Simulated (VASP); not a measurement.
# SiS3 (P6_3/mmc) in VASP: relaxation of cell and atoms with r2SCAN

Aim: the relaxation of cell and atoms of SiS3 with r2SCAN.

All numbers are computed with VASP 6.6.1; they aren't measurements. Logs are shortened: lines on timing, memory, paths and dates and some standing lists are left out, and cuts for length are marked.

## (1) The cell of the first run

Symmetry: P6_3/mmc, No. 194, hexagonal system. Conventional cell: a = 6.107 Å, b = 6.107 Å, c = 4.901 Å, α = 90.00°, β = 90.00°, γ = 120.00°. Within 4.0 Å of Si (site symmetry -6m2) lie 12 S at 3.02 to 3.05 Å. Within 4.0 Å of S (site symmetry mm2) lie 4 Si at 3.02 to 3.05 Å and 8 S at 3.02 to 3.06 Å.

## (2) Relaxation of cell and atoms, r2SCAN

POSCAR

```
SiS3
1.0
    6.1065230611      0.0000000000      0.0000000000
   -3.0532615306      5.2884040997      0.0000000000
    0.0000000000      0.0000000000      4.9014269462
Si S
2 6
Direct
    0.3333333333      0.6666666667      0.2500000000
    0.6666666667      0.3333333333      0.7500000000
    0.8330000000      0.6660000000      0.2500000000
    0.1670000000      0.8330000000      0.7500000000
    0.3340000000      0.1670000000      0.2500000000
    0.1670000000      0.3340000000      0.7500000000
    0.8330000000      0.1670000000      0.2500000000
    0.6660000000      0.8330000000      0.7500000000
```

INCAR.step1

```
SYSTEM = SiS3
  PREC = Accurate
  ENCUT = 600
  ISMEAR = 0
  SIGMA = 0.1
  LREAL = .False.
  LASPH = .True.
  NELM = 100
  GGA = PE
  ALGO = Normal
  EDIFF = 1E-4
  LWAVE = .True.
  LCHARG = .False.
```

INCAR.step2

```
SYSTEM = SiS3
  PREC = Accurate
  ENCUT = 600
  EDIFF = 1E-6
  ISMEAR = 0
  SIGMA = 0.1
  LREAL = .False.
  LASPH = .True.
  NELM = 100
  ALGO = Normal
  ISIF = 3
  LWAVE = .False.
  LCHARG = .False.
  METAGGA = R2SCAN
  LMIXTAU = .True.
  IBRION = 2
  NSW = 90
  EDIFFG = -0.04
  ISTART = 1
```

KPOINTS

```
Automatic mesh
0
Gamma
  3 3 4
  0 0 0
```

Potentials or basis: VASP PAW PBE potentials, release 64 (Si, S).

Run with:

```sh
$ cat potpaw_PBE.64/Si/POTCAR potpaw_PBE.64/S/POTCAR > POTCAR
$ cp INCAR.step1 INCAR
$ mpirun -np 1 vasp_std > vasp.out
$ cp INCAR.step2 INCAR
$ mpirun -np 1 vasp_std > vasp.out
```

OUTCAR:

```text
SYSTEM = SiS3
   PREC = Accurate
   ENCUT = 600
   EDIFF = 1E-6
   ISMEAR = 0
   LREAL = .False.
   LASPH = .True.
   NELM = 100
   ISIF = 3
   METAGGA = R2SCAN
   IBRION = 2
   NSW = 90
   EDIFFG = -0.04
   ISTART = 1

 ion  position               nearest neighbor table
   1  0.333  0.667  0.250-
   2  0.667  0.333  0.750-
   3  0.833  0.666  0.250-
   4  0.167  0.833  0.750-
   5  0.334  0.167  0.250-
   6  0.167  0.334  0.750-
   7  0.833  0.167  0.250-
   8  0.666  0.833  0.750-

  LATTYP: Found a hexagonal cell.
 ALAT       =     6.1065230611
 C/A-ratio  =     0.8026542923

  Lattice vectors:

 A1 = (   6.1065230611,   0.0000000000,   0.0000000000)
 A2 = (  -3.0532615306,   5.2884040997,   0.0000000000)
 A3 = (   0.0000000000,   0.0000000000,   4.9014269462)

Analysis of symmetry for initial positions (statically):
=====================================================================
 Subroutine PRICEL returns:
 Original cell was already a primitive cell.

 Routine SETGRP: Setting up the symmetry group for a
 hexagonal supercell.

 Subroutine GETGRP returns: Found 24 space group operations
 (whereof 12 operations were pure point group operations)
 out of a pool of 24 trial point group operations.

The static configuration has the point symmetry D_3d.
 The point group associated with its full space group is D_6h.

Analysis of symmetry for dynamics (positions and initial velocities):
=====================================================================
 Subroutine PRICEL returns:
 Original cell was already a primitive cell.

 Routine SETGRP: Setting up the symmetry group for a
 hexagonal supercell.

 Subroutine GETGRP returns: Found 24 space group operations
 (whereof 12 operations were pure point group operations)
 out of a pool of 24 trial point group operations.

The dynamic configuration has the point symmetry D_3d.
 The point group associated with its full space group is D_6h.

 Subroutine INISYM returns: Found 24 space group operations
 (whereof 12 operations are pure point group operations),
 and found     1 'primitive' translations

----------------------------------------------------------------------------------------

                                     Primitive cell

  volume of cell :     158.2855

  direct lattice vectors                    reciprocal lattice vectors
     6.106523061  0.000000000  0.000000000     0.163759310  0.094546481  0.000000000
    -3.053261531  5.288404100  0.000000000     0.000000000  0.189092963  0.000000000
     0.000000000  0.000000000  4.901426946     0.000000000  0.000000000  0.204022219

  length of vectors
     6.106523061  6.106523061  4.901426946     0.189092963  0.189092963  0.204022219

  position of ions in fractional coordinates (direct lattice)
     0.333333333  0.666666667  0.250000000
     0.666666667  0.333333333  0.750000000
     0.833000000  0.666000000  0.250000000
     0.167000000  0.833000000  0.750000000
     0.334000000  0.167000000  0.250000000
     0.167000000  0.334000000  0.750000000
     0.833000000  0.167000000  0.250000000
     0.666000000  0.833000000  0.750000000

  ion indices of the primitive-cell ions
   primitive index   ion index
                 1           1
                 2           2
                 3           3
                 4           4
                 5           5
                 6           6
                 7           7
                 8           8

----------------------------------------------------------------------------------------

 KPOINTS: Automatic mesh

Automatic generation of k-mesh.
 Grid dimensions read from file:
 generate k-points for:    3    3    4

 Generating k-lattice:

  Cartesian coordinates                     Fractional coordinates (reciprocal lattice)
     0.054586437  0.031515494  0.000000000     0.333333333 -0.000000000  0.000000000
     0.000000000  0.063030988  0.000000000     0.000000000  0.333333333  0.000000000
     0.000000000  0.000000000  0.051005555     0.000000000  0.000000000  0.250000000

  Length of vectors
     0.063030988  0.063030988  0.051005555

  Shift w.r.t. Gamma in fractional coordinates (k-lattice)
     0.000000000  0.000000000  0.000000000

 Subroutine IBZKPT returns following result:
 ===========================================

 Found      9 irreducible k-points:

 Following reciprocal coordinates:
            Coordinates               Weight
  0.000000  0.000000  0.000000      1.000000
  0.333333 -0.000000  0.000000      6.000000
  0.333333  0.333333  0.000000      2.000000
  0.000000  0.000000  0.250000      2.000000
  0.333333 -0.000000  0.250000     12.000000
  0.333333  0.333333  0.250000      4.000000
  0.000000  0.000000  0.500000      1.000000
  0.333333 -0.000000  0.500000      6.000000
  0.333333  0.333333  0.500000      2.000000
   k-points           NKPTS =      9   k-points in BZ     NKDIM =      9   number of bands    NBANDS=     27
   number of dos      NEDOS =    301   number of ions     NIONS =      8
   total plane-waves  NPLWV = 100000
   dimension x,y,z NGX =    50 NGY =   50 NGZ =   40
   dimension x,y,z NGXF=   100 NGYF=  100 NGZF=   80
   ions per type =               2   6
   NGX,Y,Z   is equivalent  to a cutoff of  13.61, 13.61, 13.57 a.u.
   NGXF,Y,Z  is equivalent  to a cutoff of  27.22, 27.22, 27.13 a.u.
 SYSTEM =  SiS3
   PREC   = accura    normal or accurate (medium, high low for compatibility)
   ISTART =      1    job   : 0-new  1-cont  2-samecut
   ICHARG =      0    charge: 1-file 2-atom 10-const
   ISPIN  =      1    spin polarized calculation?
   LNONCOLLINEAR =      F non collinear calculations
   LSORBIT =      F    spin-orbit coupling
   LASPH  =      T    aspherical Exc in radial PAW
   ENCUT  =  600.0 eV  44.10 Ry    6.64 a.u.  12.20 12.20  9.79*2*pi/ulx,y,z
   NELM   =    100;   NELMIN=  2; NELMDL=  0     # of ELM steps
   EDIFF  = 0.1E-05   stopping-criterion for ELM
   LREAL  =      F    real-space projection
   EDIFFG = -.4E-01   stopping-criterion for IOM
   NSW    =     90    number of steps for IOM
   IBRION =      2    ionic relax: 0-MD 1-quasi-New 2-CG
   NFREE  =      1    steps in history (QN), initial steepest desc. (CG)
   ISIF   =      3    stress and relaxation
   ISYM   =      2    0-nonsym 1-usesym 2-fastsym
   POTIM  = 0.5000    time-step for ionic-motion
   TEBEG  =    0.0;   TEEND  =   0.0 temperature during run
   PSTRESS=    0.0 pullay stress
   NELECT =      44.0000    total number of electrons
   NUPDOWN=      -1.0000    fix difference up-down
   EMIN   =  10.00;   EMAX   =-10.00  energy-range for DOS
   EFERMI =   0.00;   METHOD = LEGACY
   ISMEAR =     0;   SIGMA  =   0.10  broadening in eV -4-tet -1-fermi 0-gaus
   EFERMI_NEDOS =   21; number of points for ismear=-14 and -15
   IALGO  =     38    algorithm
   IMIX   =      4    mixing-type and parameters
     AMIX     =   0.40;   BMIX     =  1.00
     AMIX_MAG =   1.60;   BMIX_MAG =  1.00
  volume/ion in A,a.u.               =      19.79       133.52
  Fermi-wavevector in a.u.,A,eV,Ry     =   1.068428  2.019036 15.531578  1.141539
  Thomas-Fermi vector in A             =   2.204076
   LORBIT       =      0    0 simple, 1 ext, 2 COOP (PROOUT), +10 PAW based schemes
   METAGGA = R2SCAN    functional components
   LHFCALC =     F    Hartree Fock is set to
   AEXX    =    0.0000 exact exchange contribution
   IVDW    =     0    specifies the selected vdW correction
   LEPSILON=     F    determine dielectric tensor
   LRPA    =     F    only Hartree local field effects (RPA)
 conjugate gradient relaxation of ions
 non-spin polarized calculation
 Gauss-broadening in eV      SIGMA  =   0.10
  energy-cutoff  :      600.00
  volume of cell :      158.29
 maximum number of plane-waves:      5308
 NGX is ok and might be reduce to    50
   NGX = 25   NGY = 25   NGZ = 19

--------------------------------------- Ionic step        1  -------------------------------------------

 number of electron      44.0000006 magnetization

 Free energy of the ion-electron system (eV)
  ---------------------------------------------------
  ext. energy  EPLUGINS =         0.00000000
  ---------------------------------------------------
  free energy    TOTEN  =       -56.10231788 eV

  energy without entropy =      -56.05547081  energy(sigma->0) =      -56.07889434

------------------------ aborting loop because EDIFF is reached ----------------------------------------

  FORCE on cell =-STRESS in cart. coord.  units (eV):
  Direction    XX          YY          ZZ          XY          YZ          ZX
  --------------------------------------------------------------------------------------
  -------------------------------------------------------------------------------------
  Total      -10.4290458    -10.4290458     -8.1600271      0.0000000      0.0000000      0.0000000
  in kB     -105.5635508   -105.5635508    -82.5963798      0.0000000      0.0000000      0.0000000
  external PRESSURE =     -97.9078271 kB  Pullay stress =       0.0000000 kB
[... 107 lines left out ...]
  FREE ENERGIE OF THE ION-ELECTRON SYSTEM (eV)
  ---------------------------------------------------
  free  energy   TOTEN  =       -57.2789031011 eV

  energy  without entropy=      -57.2390481076  energy(sigma->0) =      -57.25897560

[... ionic steps 4 to 22 ...]

--------------------------------------- Ionic step       23  -------------------------------------------

 number of electron      43.9999999 magnetization

------------------------ aborting loop because EDIFF is reached ----------------------------------------

  FORCE on cell =-STRESS in cart. coord.  units (eV):
  Direction    XX          YY          ZZ          XY          YZ          ZX
  --------------------------------------------------------------------------------------
  -------------------------------------------------------------------------------------
  Total       -0.2935454     -0.2935454      0.6107022      0.0000000      0.0000000      0.0000000
  in kB       -3.2510111     -3.2510111      6.7635168      0.0000000      0.0000000      0.0000000
  external PRESSURE =       0.0871649 kB  Pullay stress =       0.0000000 kB
[... 69 lines left out ...]
  energy  without entropy=      -58.1576947831  energy(sigma->0) =      -58.16536803

--------------------------------------- Ionic step       25  -------------------------------------------

 number of electron      43.9999997 magnetization

 Free energy of the ion-electron system (eV)
  ---------------------------------------------------
  ext. energy  EPLUGINS =         0.00000000
  ---------------------------------------------------
  free energy    TOTEN  =       -58.17363661 eV

  energy without entropy =      -58.15769132  energy(sigma->0) =      -58.16566397

 E-fermi :   6.7998     XC(G=0): -10.7813

 val. band max:        6.5838491163   @ k =   0.0000   0.0000   0.2500
 cond. band min:       6.8092168370   @ k =   0.3333   0.3333   0.2500
 fundamental gap:      0.2253677207
 Fermi energy:         6.7997810476

 k-point     1 :       0.0000    0.0000    0.0000
  band No.  band energies     occupation
      1     -11.4758      2.00000
      2     -10.1984      2.00000
      3      -6.3051      2.00000
      4      -6.3051      2.00000
      5      -6.1340      2.00000
      6      -6.1340      2.00000
[... 294 lines left out ...]
  FREE ENERGIE OF THE ION-ELECTRON SYSTEM (eV)
  ---------------------------------------------------
  free  energy   TOTEN  =       -58.1736366148 eV

  energy  without entropy=      -58.1576913215  energy(sigma->0) =      -58.16566397

 reached required accuracy - stopping structural energy minimisation
```

It took 41 min on 1 thread of Intel Xeon 6975P-C (Granite Rapids), shared host; peak memory 0.35 GiB.

What came out:

```yaml
Free_energy: -58.1736 eV
Relaxed_volume: 18.17 Å³/atom
Relaxed_cell: a = 5.773 Å, b = 5.773 Å, c = 5.035 Å, α = 90.00°, β = 90.00°, γ = 120.00°
Space_group_after_relaxing_to_0.1_Å: P6_3/mmc (No. 194)
Energy_gained_by_relaxing: 258.9 meV/atom
Ionic_steps: 25
Pressure_after_relaxing: 0.1 GPa
Largest_force_after_relaxing: 0.015 eV/Å
Band_gap_on_the_k_mesh: zero (bands 22 and 23 overlap by 1.51 eV)
```

Forces on the atoms (eV/Å):
```
Si   0.000  0.000  0.000
Si   0.000  0.000  0.000
S    0.000  0.015  0.000
S   -0.013  0.008  0.000
S   -0.013 -0.008  0.000
S    0.000 -0.015  0.000
S    0.013 -0.008  0.000
S    0.013  0.008  0.000
```

The path:
| step | energy change (eV) | largest force (eV/Å) | pressure (GPa) | volume (Å³) |
| --- | --- | --- | --- | --- |
| 1 | 0.0000 | 0.6191 | -9.79 | 158.29 |
| 2 | -1.1469 | 0.5619 | -1.22 | 132.16 |
| 3 | -1.1766 | 0.5888 | 0.86 | 128.29 |
| 4 | -1.4374 | 0.5364 | 1.53 | 127.35 |
| 5 | -1.6022 | 0.0017 | 7.08 | 123.92 |
| 6 | -1.6233 | 0.2469 | 4.60 | 125.08 |
| 7 | -1.6336 | 0.1671 | 5.36 | 124.65 |
| 8 | -1.8008 | 0.1967 | 2.93 | 130.42 |
| 9 | -1.8945 | 0.3532 | 1.09 | 136.81 |
| 10 | -1.9003 | 0.1215 | -1.46 | 150.02 |
| 11 | -1.9340 | 0.3004 | -0.30 | 143.02 |
| 12 | -1.9673 | 0.1453 | -0.24 | 143.92 |
| 13 | -1.9826 | 0.0522 | -0.05 | 144.91 |
| 14 | -2.0111 | 0.0161 | -0.55 | 145.04 |
| 15 | -2.0301 | 0.1093 | -1.08 | 145.16 |
| 16 | -2.0328 | 0.1460 | -1.22 | 145.18 |
| 17 | -2.0501 | 0.0638 | -0.17 | 142.96 |
| 18 | -2.0523 | 0.0260 | 0.42 | 141.85 |
| 19 | -2.0554 | 0.0461 | 0.51 | 141.87 |
| 20 | -2.0597 | 0.0733 | 0.81 | 141.90 |
| 21 | -2.0600 | 0.0720 | 0.72 | 141.90 |
| 22 | -2.0640 | 0.0828 | 0.51 | 142.69 |
| 23 | -2.0679 | 0.0950 | 0.01 | 144.67 |
| 24 | -2.0707 | 0.0299 | 0.08 | 145.06 |
| 25 | -2.0713 | 0.0155 | 0.14 | 145.33 |

Final structure:
```xyz
8
Lattice="5.7731 0.0000 0.0000 -2.8865 4.9996 0.0000 0.0000 0.0000 5.0351" Properties=species:S:1:pos:R:3 pbc="T T T"
Si    0.0000    3.3331    1.2588
Si    2.8865    1.6665    3.7763
S     2.8865    2.9905    1.2588
S    -1.1466    3.9951    3.7763
S     1.7399    1.0046    1.2588
S     0.0000    2.0091    3.7763
S     4.0331    1.0046    1.2588
S     1.1466    3.9951    3.7763
```

Levels at points of the mesh, in eV from the Fermi level:
| k point | band 19 | band 20 | band 21 | band 22 | band 23 | band 24 | band 25 | band 26 |
| --- | --- | --- | --- | --- | --- | --- | --- | --- |
| (0.00, 0.00, 0.00) | -2.36 | -2.36 | -0.42 | 0.30 | 0.30 | 1.34 | 1.47 | 1.47 |
| (0.00, 0.00, 0.50) | -1.67 | -1.67 | 0.34 | 0.34 | 1.29 | 1.29 | 1.29 | 1.29 |

Caveat: the k points lie up to 0.42 Å⁻¹ apart in the final cell, too coarse for converged energies and pressures of a metal; the PAW data sets were made with another functional, which shifts forces and pressure a little.

The gap in the log of VASP goes by the Fermi energy; the results here count the filled bands.